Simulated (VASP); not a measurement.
Crystal: TaGe3Ru.

```
Ta Ge Ru
1.0
     4.97371    0.00000    0.00000
    -2.48685    4.30736    0.00000
     0.00000    0.00000    4.95354
Ta Ge Ru
1 3 1
Direct
  0.00000 0.00000 0.50000
  0.50000 0.00000 0.00000
  0.00000 0.50000 0.00000
  0.50000 0.50000 0.00000
  0.00000 0.00000 0.00000
```

The cell was built from a structure type or drawn by symmetry, and may not be a known phase.

* Program: VASP 6.6.1
* Task: relaxation of cell and atoms
* Functional: PBE
* Potentials or basis: VASP PAW PBE potentials, release 64 (Ta_pv, Ge_d, Ru_pv)
* Cutoff: 600 eV
* k mesh: 6 × 6 × 4
* Occupations: gaussian, width 0.1 eV
* Spin: no spin polarisation

At the start: pressure 12.1 GPa; volume 21.22 Å³/atom.

Where does the relaxation end?

Over 5 steps the energy falls by 177.0 meV/atom and the volume is 23.89 Å³/atom (+12.6 %); space group P6/mmm (No. 191, to 0.1 Å) before and after.

The path:
| step | energy change (eV) | largest force (eV/Å) | pressure (GPa) | volume (Å³) |
| --- | --- | --- | --- | --- |
| 1 | 0.0000 | 0.0000 | 12.07 | 106.12 |
| 2 | -0.6234 | 0.0000 | -6.11 | 132.03 |
| 3 | -0.8274 | 0.0000 | -1.77 | 122.12 |
| 4 | -0.8836 | 0.0000 | 0.42 | 119.01 |
| 5 | -0.8850 | 0.0000 | 0.02 | 119.45 |

Final structure:
```
CELL_PARAMETERS angstrom
5.36527 0.00000 0.00000
-2.68263 4.64646 0.00000
0.00000 0.00000 4.79148
ATOMIC_POSITIONS crystal
Ta 0.00000 0.00000 0.50000
Ge 0.50000 0.00000 0.00000
Ge 0.00000 0.50000 0.00000
Ge 0.50000 0.50000 0.00000
Ru 0.00000 0.00000 0.00000
```
